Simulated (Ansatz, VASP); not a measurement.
# ZnO in VASP and in Ansatz

```
CELL_PARAMETERS angstrom
2.68852 0.00000 0.00000
0.00000 2.68852 0.00000
0.00000 0.00000 2.68852
ATOMIC_POSITIONS crystal
Zn 0.00000 0.00000 0.00000
O 0.50000 0.50000 0.50000
```

Change from the starting cell: species swapped into the NbRu type (P4/mmm, No. 123).

Alike in both runs: task single point; functional PBE; k mesh 6 × 6 × 6; occupations gaussian, width 0.1 eV; collinear spin.

```csv
,VASP,Ansatz
version,VASP 6.6.1,Ansatz 0.2.0
potentials or method,"VASP PAW PBE potentials, release 64 (Zn, O), cutoff 520 eV","scalar-relativistic, plane waves, PAW"
valence electrons in the cell,18,18
```

|  | VASP | Ansatz | Ansatz less VASP |
| --- | --- | --- | --- |
| gap on the k mesh at the Fermi level (eV) | none | none | - |
| pressure (GPa) | 0.7 | 0.0 | -0.70 |
| net moment per atom (μB) | 0.00 | 0.00 | 0.000 |

A gap of «none» marks a metal or a gap that the smearing closes. Ansatz's warnings: filled band counts differ across k points, seeded moment not kept.

The k mesh is coarse, so the values compare programs but aren't converged.
